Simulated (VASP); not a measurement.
# P (C2/m) in VASP: notebook

P is run at these levels: r2SCAN; tasks: electric field gradients.

Everything below comes from runs of VASP 6.6.1. Logs are shortened: lines on timing, memory, paths and dates and some standing lists are left out, and cuts for length are marked.

## (1) The cell of the first run

The structure is monoclinic, space group C2/m (No. 12). Conventional cell: a = 4.807 Å, b = 2.776 Å, c = 4.496 Å, α = 90.00°, β = 90.00°, γ = 90.00°. Within 2.3 Å of P (site symmetry m) lie 1 P at 1.77 Å.

## (2) Electric field gradients, r2SCAN (shortest bond scaled by 0.64)

POSCAR

```
P
1.0
    2.7756105922      0.0000000000      0.0000000000
   -1.3878052961      2.4037492838      0.0000000000
    0.0000000000      0.0000000000      4.4964891593
P
2
Direct
    0.2133333333      0.6066666667      0.1600000000
    0.7866666667      0.3933333333      0.8400000000
```

INCAR.step1

```
SYSTEM = P
ALGO = Normal
EDIFF = 1E-4
ENCUT = 520
GGA = PE
ISMEAR = -1
LASPH = .True.
LCHARG = .False.
LREAL = .False.
LWAVE = .True.
NBANDS = 12
NELM = 100
PREC = Accurate
SIGMA = 0.05
```

INCAR.step2

```
SYSTEM = P
ALGO = Normal
EDIFF = 1E-8
ENCUT = 520
ISIF = 2
ISMEAR = -1
ISTART = 1
LASPH = .True.
LCHARG = .False.
LEFG = .True.
LMIXTAU = .True.
LREAL = .False.
LWAVE = .False.
METAGGA = R2SCAN
NBANDS = 12
NELM = 100
PREC = Accurate
SIGMA = 0.05
```

KPOINTS

```
k-points
0
Gamma
  12 12 7
  0 0 0
```

Potentials or basis: VASP PAW PBE potentials, release 64 (P).

The run is started by

```console
> cat potpaw_PBE.64/P/POTCAR > POTCAR
> cp INCAR.step1 INCAR
> mpirun -np 1 vasp_std > vasp.out
> cp INCAR.step2 INCAR
> mpirun -np 1 vasp_std > vasp.out
```

OUTCAR:

```text
SYSTEM = P
   EDIFF = 1E-8
   ENCUT = 520
   ISIF = 2
   ISMEAR = -1
   ISTART = 1
   LASPH = .True.
   LREAL = .False.
   METAGGA = R2SCAN
   NELM = 100
   PREC = Accurate

 ion  position               nearest neighbor table
   1  0.213  0.607  0.160-   2 1.77   2 2.43   2 2.43
   2  0.787  0.393  0.840-   1 1.77   1 2.43   1 2.43

  LATTYP: Found a hexagonal cell.
 ALAT       =     2.7756105922
 C/A-ratio  =     1.6200000000

  Lattice vectors:

 A1 = (   2.7756105922,   0.0000000000,   0.0000000000)
 A2 = (  -1.3878052961,   2.4037492838,   0.0000000000)
 A3 = (   0.0000000000,   0.0000000000,   4.4964891593)

Analysis of symmetry for initial positions (statically):
=====================================================================
 Subroutine PRICEL returns:
 Original cell was already a primitive cell.

 Routine SETGRP: Setting up the symmetry group for a
 hexagonal supercell.

 Subroutine GETGRP returns: Found  4 space group operations
 (whereof  4 operations were pure point group operations)
 out of a pool of 24 trial point group operations.

The static configuration has the point symmetry C_2h.

Analysis of symmetry for dynamics (positions and initial velocities):
=====================================================================
 Subroutine PRICEL returns:
 Original cell was already a primitive cell.

 Routine SETGRP: Setting up the symmetry group for a
 hexagonal supercell.

 Subroutine GETGRP returns: Found  4 space group operations
 (whereof  4 operations were pure point group operations)
 out of a pool of 24 trial point group operations.

The dynamic configuration has the point symmetry C_2h.

 Subroutine INISYM returns: Found  4 space group operations
 (whereof  4 operations are pure point group operations),
 and found     1 'primitive' translations

----------------------------------------------------------------------------------------

                                     Primitive cell

  volume of cell :      30.0000

  direct lattice vectors                    reciprocal lattice vectors
     2.775610592  0.000000000  0.000000000     0.360281087  0.208008382  0.000000000
    -1.387805296  2.403749284  0.000000000     0.000000000  0.416016765  0.000000000
     0.000000000  0.000000000  4.496489159     0.000000000  0.000000000  0.222395732

  length of vectors
[... 134 lines left out ...]
 fundamental gap:      0.0287959275
 Fermi energy:         8.9464319466

 k-point     1 :       0.0000    0.0000    0.0000
  band No.  band energies     occupation
      1     -10.2314      2.00000
      2      -0.9424      2.00000
      3       2.4791      2.00000
      4      10.2543      0.00000
      5      11.9768      0.00000
      6      13.6207      0.00000
      7      13.7801      0.00000
      8      18.2334      0.00000
      9      19.4372      0.00000
     10      19.8220      0.00000
     11      21.2526      0.00000
     12      22.0319      0.00000
[... 331 lines left out ...]
 k-point    24 :      -0.4167    0.3333    0.0000
  band No.  band energies     occupation
      1      -6.9265      2.00000
      2       0.0995      2.00000
      3       2.5176      2.00000
      4       5.1965      2.00000
      5       6.5980      2.00000
      6       9.1892      0.01545
      7      11.5482      0.00000
      8      13.5873      0.00000
      9      16.5159      0.00000
     10      19.6939      0.00000
     11      21.6329      0.00000
     12      23.5619      0.00000

 [... further k-points ...]

------------------------ aborting loop because EDIFF is reached ----------------------------------------

  FORCE on cell =-STRESS in cart. coord.  units (eV):
  Direction    XX          YY          ZZ          XY          YZ          ZX
  --------------------------------------------------------------------------------------
  -------------------------------------------------------------------------------------
  Total        8.7750215      5.6960766     13.6517294      2.6664445      4.9295747      8.5382860
  in kB      468.6380197    304.2041610    729.0830433    142.4038989    263.2684302    455.9949404
  external PRESSURE =     500.6417413 kB  Pullay stress =       0.0000000 kB

 VOLUME and BASIS-vectors are now :
 -----------------------------------------------------------------------------
  energy-cutoff  :      520.00
  volume of cell :       30.00
      direct lattice vectors                 reciprocal lattice vectors
     2.775610592  0.000000000  0.000000000     0.360281087  0.208008382  0.000000000
    -1.387805296  2.403749284  0.000000000     0.000000000  0.416016765  0.000000000
     0.000000000  0.000000000  4.496489159     0.000000000  0.000000000  0.222395732

 POSITION                                       TOTAL-FORCE (eV/Angst)
 -----------------------------------------------------------------------------------
     -0.24980      1.45827      0.71944         6.117246      3.531794      9.180876
      1.63761      0.94547      3.77705        -6.117246     -3.531794     -9.180876
 -----------------------------------------------------------------------------------
    total drift:                                0.000000      0.000000     -0.000000

  FREE ENERGIE OF THE ION-ELECTRON SYSTEM (eV)
  ---------------------------------------------------
  free  energy   TOTEN  =       -14.4918273856 eV

  energy  without entropy=      -14.4877330311  energy(sigma->0) =      -14.48978021

 Electric field gradients (V/A^2)
---------------------------------------------------------------------
 ion       V_xx      V_yy      V_zz      V_xy      V_xz      V_yz
---------------------------------------------------------------------
   1      43.796    42.871   -86.668     0.802   -88.701   -51.212
   2      43.796    42.871   -86.668     0.802   -88.701   -51.212
---------------------------------------------------------------------

 Electric field gradients after diagonalization (V/A^2)
 (convention: |V_zz| > |V_xx| > |V_yy|)
----------------------------------------------------------------------
 ion       V_xx      V_yy      V_zz     asymmetry (V_yy - V_xx)/ V_zz
----------------------------------------------------------------------
   1     100.352    42.408  -142.761       0.406
   2     100.352    42.408  -142.761       0.406
----------------------------------------------------------------------

           NMR quadrupolar parameters

 Cq : quadrupolar parameter    Cq=e*Q*V_zz/h
 eta: asymmetry parameters     (V_yy - V_xx)/ V_zz
 Q  : nuclear electric quadrupole moment in mb (millibarn)
----------------------------------------------------------------------
 ion       Cq(MHz)       eta       Q (mb)
----------------------------------------------------------------------
   1      -0.345       0.406       1.000
   2      -0.345       0.406       1.000
----------------------------------------------------------------------
```

OSZICAR.step1:

```text
N       E                     dE             d eps       ncg     rms          rms(c)
DAV:   1     0.263804489884E+02    0.26380E+02   -0.46138E+03  6656   0.725E+02
DAV:   2    -0.676969492784E+01   -0.33150E+02   -0.31617E+02  8752   0.123E+02
DAV:   3    -0.802248117920E+01   -0.12528E+01   -0.12436E+01  8708   0.225E+01
DAV:   4    -0.803138797695E+01   -0.89068E-02   -0.89049E-02  8008   0.230E+00
DAV:   5    -0.803147466036E+01   -0.86683E-04   -0.86682E-04  8804   0.216E-01    0.122E+01
DAV:   6    -0.752639600262E+01    0.50508E+00   -0.71612E-01  7500   0.489E+00    0.644E+00
DAV:   7    -0.746958741047E+01    0.56809E-01   -0.35833E-01  8196   0.353E+00    0.189E+00
DAV:   8    -0.746779279731E+01    0.17946E-02   -0.31275E-02  7416   0.121E+00    0.430E-01
DAV:   9    -0.746756748240E+01    0.22531E-03   -0.19476E-03  8360   0.286E-01    0.131E-01
DAV:  10    -0.746748756028E+01    0.79922E-04   -0.25155E-04  6956   0.932E-02
   1 F= -.74674876E+01 E0= -.74651517E+01  d E =-.467178E-02
```

It took 5.2 min on 1 thread of Intel Xeon 6975P-C (Granite Rapids), shared host; peak memory 0.2 GiB.

What came out:

- Free energy: -14.4918 eV
- Pressure: 50.1 GPa
- Largest force: 11.584 eV/Å
- Band gap on the k mesh: zero (bands 5 and 6 overlap by 4.73 eV)
- Largest electric field gradient by atom: P -142.8 V/Å²

Forces on the atoms (eV/Å):
```
P    6.117  3.532  9.181
P   -6.117 -3.532 -9.181
```

Electric field gradients, principal values (V/Å²):
```
atom   least   middle  greatest (by size)
 1 P  42.408  100.352            -142.761
 2 P  42.408  100.352            -142.761
```

Caveat: the cell differs from its parent crystal (shortest bond scaled by 0.64); the stress differs along the axes, from 30 to 73 GPa; without QUAD_EFG the Cq values of the log hold for a quadrupole moment of 1 mb, not for the nuclei; the PAW data sets were made with another functional, which shifts forces and pressure a little.

## (3) Electric field gradients, r2SCAN (shortest bond scaled by 0.58)

POSCAR

```
P
1.0
    2.7756105922      0.0000000000      0.0000000000
   -1.3878052961      2.4037492838      0.0000000000
    0.0000000000      0.0000000000      4.4964891593
P
2
Direct
    0.1933333333      0.5966666667      0.1450000000
    0.8066666667      0.4033333333      0.8550000000
```

INCAR.step1

```
  PREC = Accurate
  ENCUT = 520
  ISMEAR = -1
  SIGMA = 0.05
  LREAL = False
  LASPH = True
  NELM = 60
  NBANDS = 12
  GGA = PE
  ALGO = Normal
  EDIFF = 1E-4
  LWAVE = True
  LCHARG = False
```

INCAR.step2

```
  PREC = Accurate
  ENCUT = 520
  EDIFF = 1E-8
  ISMEAR = -1
  SIGMA = 0.05
  LREAL = False
  LASPH = True
  NELM = 60
  ALGO = Normal
  ISIF = 2
  LWAVE = False
  LCHARG = False
  METAGGA = R2SCAN
  LMIXTAU = True
  LEFG = True
  NBANDS = 12
  ISTART = 1
```

KPOINTS

```
Automatic mesh
0
Gamma
  12 12 7
```

Potentials or basis: VASP PAW PBE potentials, release 64 (P).

The run is started by

```console
> cat potpaw_PBE.64/P/POTCAR > POTCAR
> cp INCAR.step1 INCAR
> mpirun -np 1 vasp_std > vasp.out
> cp INCAR.step2 INCAR
> mpirun -np 1 vasp_std > vasp.out
```

OUTCAR:

```text
PREC = Accurate
   ENCUT = 520
   EDIFF = 1E-8
   ISMEAR = -1
   LREAL = False
   LASPH = True
   NELM = 60
   ISIF = 2
   METAGGA = R2SCAN
   ISTART = 1

 ion  position               nearest neighbor table
   1  0.193  0.597  0.145-   2 1.60   2 2.41   2 2.41
   2  0.807  0.403  0.855-   1 1.60   1 2.41   1 2.41

  LATTYP: Found a hexagonal cell.
 ALAT       =     2.7756105922
 C/A-ratio  =     1.6200000000

  Lattice vectors:

 A1 = (   2.7756105922,   0.0000000000,   0.0000000000)
 A2 = (  -1.3878052961,   2.4037492838,   0.0000000000)
 A3 = (   0.0000000000,   0.0000000000,   4.4964891593)

Analysis of symmetry for initial positions (statically):
=====================================================================
 Subroutine PRICEL returns:
 Original cell was already a primitive cell.

 Routine SETGRP: Setting up the symmetry group for a
 hexagonal supercell.

 Subroutine GETGRP returns: Found  4 space group operations
 (whereof  4 operations were pure point group operations)
 out of a pool of 24 trial point group operations.

The static configuration has the point symmetry C_2h.

Analysis of symmetry for dynamics (positions and initial velocities):
=====================================================================
 Subroutine PRICEL returns:
 Original cell was already a primitive cell.

 Routine SETGRP: Setting up the symmetry group for a
 hexagonal supercell.

 Subroutine GETGRP returns: Found  4 space group operations
 (whereof  4 operations were pure point group operations)
 out of a pool of 24 trial point group operations.

The dynamic configuration has the point symmetry C_2h.

[... 503 lines left out ...]
      4       5.0881      2.00000
      5       6.2793      2.00000
      6       9.4425      0.00000
      7      10.8352      0.00000
      8      14.0937      0.00000
      9      16.6579      0.00000
     10      20.0150      0.00000
     11      21.5344      0.00000
     12      23.5801      0.00000

 [... further k-points ...]

------------------------ aborting loop because EDIFF is reached ----------------------------------------

  FORCE on cell =-STRESS in cart. coord.  units (eV):
  Direction    XX          YY          ZZ          XY          YZ          ZX
  --------------------------------------------------------------------------------------
  -------------------------------------------------------------------------------------
  Total       15.7098894      8.4313103     27.4214199      6.3034344      9.4592821     16.3839718
  in kB      839.0009534    450.2818080   1464.4659112    336.6406549    505.1815804    875.0009398
  external PRESSURE =     917.9162242 kB  Pullay stress =       0.0000000 kB

 VOLUME and BASIS-vectors are now :
 -----------------------------------------------------------------------------
  energy-cutoff  :      520.00
  volume of cell :       30.00
      direct lattice vectors                 reciprocal lattice vectors
     2.775610592  0.000000000  0.000000000     0.360281087  0.208008382  0.000000000
    -1.387805296  2.403749284  0.000000000     0.000000000  0.416016765  0.000000000
     0.000000000  0.000000000  4.496489159     0.000000000  0.000000000  0.222395732

 POSITION                                       TOTAL-FORCE (eV/Angst)
 -----------------------------------------------------------------------------------
     -0.29144      1.43424      0.65199        12.707215      7.336514     20.811678
      1.67924      0.96951      3.84450       -12.707215     -7.336514    -20.811678
 -----------------------------------------------------------------------------------
    total drift:                                0.000000     -0.000000     -0.000000

  FREE ENERGIE OF THE ION-ELECTRON SYSTEM (eV)
  ---------------------------------------------------
  free  energy   TOTEN  =       -11.5328564997 eV

  energy  without entropy=      -11.5252221224  energy(sigma->0) =      -11.52903931

 Electric field gradients (V/A^2)
---------------------------------------------------------------------
 ion       V_xx      V_yy      V_zz      V_xy      V_xz      V_yz
---------------------------------------------------------------------
   1      51.669    68.803  -120.472   -14.838  -127.564   -73.649
   2      51.669    68.803  -120.472   -14.838  -127.564   -73.649
---------------------------------------------------------------------

 Electric field gradients after diagonalization (V/A^2)
 (convention: |V_zz| > |V_xx| > |V_yy|)
----------------------------------------------------------------------
 ion       V_xx      V_yy      V_zz     asymmetry (V_yy - V_xx)/ V_zz
----------------------------------------------------------------------
   1     129.797    77.369  -207.166       0.253
   2     129.797    77.369  -207.166       0.253
----------------------------------------------------------------------

           NMR quadrupolar parameters

 Cq : quadrupolar parameter    Cq=e*Q*V_zz/h
 eta: asymmetry parameters     (V_yy - V_xx)/ V_zz
 Q  : nuclear electric quadrupole moment in mb (millibarn)
----------------------------------------------------------------------
 ion       Cq(MHz)       eta       Q (mb)
----------------------------------------------------------------------
   1      -0.501       0.253       1.000
   2      -0.501       0.253       1.000
----------------------------------------------------------------------
```

Run time: 5.2 min. Hardware: 1 thread of Intel Xeon 6975P-C (Granite Rapids), shared host; peak memory 0.21 GiB.

Results:

```yaml
Free_energy: -11.5329 eV
Pressure: 91.8 GPa
Largest_force: 25.464 eV/Å
Band_gap_on_the_k_mesh: zero (bands 5 and 6 overlap by 3.17 eV)
Largest_electric_field_gradient_by_atom: P -207.2 V/Å²
```

Forces in eV/Å, atoms in the order of the input:
```
P    12.707   7.337  20.812
P   -12.707  -7.337 -20.812
```

Electric field gradients, principal values (V/Å²):
```csv
atom,least,middle,greatest (by size)
1 P,77.369,129.797,-207.166
2 P,77.369,129.797,-207.166
```

Caveat: the cell differs from its parent crystal (shortest bond scaled by 0.58); the stress differs along the axes, from 45 to 146 GPa; without QUAD_EFG the Cq values of the log hold for a quadrupole moment of 1 mb, not for the nuclei; the PAW data sets were made with another functional, which shifts forces and pressure a little.

[end of part 1 of 2]

The gap in the log of VASP goes by the Fermi energy; the results here count the filled bands.